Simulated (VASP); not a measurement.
Wanted: the native input for a VASP 6.6.1 run.

```
Task                   : single point
Functional             : PBE
Dispersion             : D3(BJ)
Potentials or basis    : VASP PAW PBE potentials, release 64 (Se, W_sv)
Cutoff                 : 400 eV
k mesh                 : 9 × 9 × 1
Occupations            : tetrahedron
Spin                   : no spin polarisation
Dipole correction      : yes
Further INCAR settings : ALGO = Normal; EDIFF = 1e-06; NBANDS = 49; NELMDL = -8
```

The structure of WSe2 lies in POSCAR:

```
WSe2
1.0
    3.2790275570      0.0000000000      0.0000000000
   -1.6395137785      2.8397211641      0.0000000000
    0.0000000000      0.0000000000     33.1573559497
Se W
6 3
Direct
    0.6666666667      0.3333333333      0.2563533719
    0.6666666667      0.3333333333      0.3579520862
    0.3333333333      0.6666666667      0.4492006428
    0.3333333333      0.6666666667      0.5508037139
    0.6666666667      0.3333333333      0.6422002849
    0.6666666667      0.3333333333      0.7438903138
    0.3333333333      0.6666666667      0.3071527290
    0.6666666667      0.3333333333      0.5000026583
    0.3333333333      0.6666666667      0.6930350607
```

One way to write it, as run:

INCAR

```
PREC = Accurate
ENCUT = 400
EDIFF = 1E-6
ISMEAR = -4
SIGMA = 0.05
LREAL = F
LASPH = T
NELM = 120
ALGO = Normal
ISIF = 2
LWAVE = F
LCHARG = F
LDIPOL = T
IDIPOL = 3
DIPOL = 0.5 0.5 0.500
GGA = PE
IVDW = 12
NBANDS = 49
GGA_COMPAT = F
NELMDL = -8
```

KPOINTS

```
Automatic mesh
0
Gamma
  9 9 1
```

Potentials or basis: VASP PAW PBE potentials, release 64 (Se, W_sv).

The run is started by

```sh
$ cat potpaw_PBE.64/Se/POTCAR potpaw_PBE.64/W_sv/POTCAR > POTCAR
$ mpirun -np 1 vasp_std > vasp.out
```

It gave:

```json
{"Largest force": "0.080 eV/Å", "Band gap on the k mesh": "1.19 eV (least direct gap 1.60 eV)", "Dispersion energy per atom": "-0.428 eV"}
```

Caveat: spin-orbit coupling is left out, which moves the levels of the heavy elements.

It took 7.9 min on 1 thread of AMD EPYC 7R13, on a shared host, peak memory 0.39 GiB.
